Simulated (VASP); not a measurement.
Set up this calculation in VASP 6.6.1, as the native input.

```
Task                   : single point
Functional             : PBE
Potentials or basis    : VASP PAW PBE potentials, release 64 (Nb_sv)
Cutoff                 : 520 eV
k mesh                 : 16 × 16 × 9
Occupations            : fermi-dirac, width 0.05 eV
Spin                   : no spin polarisation
Dipole correction      : no
Further INCAR settings : ALGO = Normal; EDIFF = 1e-06; NBANDS = 20
```

The structure of Nb lies in POSCAR:

```
Nb
1.0
    2.5443912676      0.0000000000      0.0000000000
   -1.2721956338      2.2035074749      0.0000000000
    0.0000000000      0.0000000000      4.5279234396
Nb
2
Direct
    0.3333333333      0.6666666667      0.2500000000
    0.6666666667      0.3333333333      0.7500000000
```

This cell differs from its parent crystal: volume scaled by 0.68.

One way to write it, as run:

INCAR

```
SYSTEM = Nb
PREC = Accurate
ENCUT = 520
EDIFF = 1E-6
ISMEAR = -1
SIGMA = 0.05
LREAL = .FALSE.
LASPH = .TRUE.
NELM = 100
ALGO = Normal
ISIF = 2
LWAVE = .FALSE.
LCHARG = .TRUE.
GGA = PE
LELF = .TRUE.
LVHAR = .TRUE.
NBANDS = 20
```

KPOINTS

```
regular mesh
0
G
  16 16 9
  0 0 0
```

Potentials or basis: VASP PAW PBE potentials, release 64 (Nb_sv).

Launch:

```sh
$ cat potpaw_PBE.64/Nb_sv/POTCAR > POTCAR
$ mpirun -np 1 vasp_std > vasp.out
```

It gave:

```
Pressure               : 123.9 GPa
Band gap on the k mesh : zero (band 13 reaches 19.71 eV, above the bottom of band 14 at 16.30 eV)
```

Run time: 59 s on 1 thread of Intel(R) Xeon(R) Platinum 8259CL CPU @ 2.50GHz (Skylake/Cascade Lake), with other jobs on the host, peak memory 0.18 GiB.
